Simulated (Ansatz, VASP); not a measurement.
**Two plane-wave programs on AlNi2**

```
Al Ni
1.0
     3.97490    0.00000    0.00000
    -1.98745    3.44236    0.00000
     0.00000    0.00000    4.90604
Al Ni
2 4
Direct
  0.33333 0.66667 0.19258
  0.66667 0.33333 0.80742
  0.33333 0.66667 0.68754
  0.66667 0.33333 0.31246
  0.00000 0.00000 0.50000
  0.00000 0.00000 0.00000
```

Alike in both runs: functional PBEsol; k mesh 12 × 12 × 8; occupations gaussian, width 0.1 eV; no spin polarisation.

Ansatz relaxed the structure, and its values are those at the end. VASP's run is a single point on that final structure, the one shown.

|  | VASP | Ansatz |
| --- | --- | --- |
| version | VASP 6.6.1 | Ansatz 0.2.0 |
| potentials or method | VASP PAW PBE potentials, release 64 (Al, Ni), cutoff 520 eV | scalar-relativistic, plane waves, PAW |
| valence electrons in the cell | 46 | 78 |

VASP gave:

- gap on the k mesh at the Fermi level (eV): none
- pressure (GPa): 0.1
- rms of the force components (eV/Å): 0.004

What did Ansatz give for the same quantities?

gap on the k mesh at the Fermi level (eV): none; pressure (GPa): 0.0; rms of the force components (eV/Å): 0.000.

VASP's potentials were made for PBE, not for PBEsol. A gap of «none» marks a metal or a gap that the smearing closes. The functional is the same, so the differences come from potentials, cutoffs and numerics. VASP's potentials hold 46 valence electrons a cell and Ansatz's 78, so a difference there can come from the potentials and not from the codes.
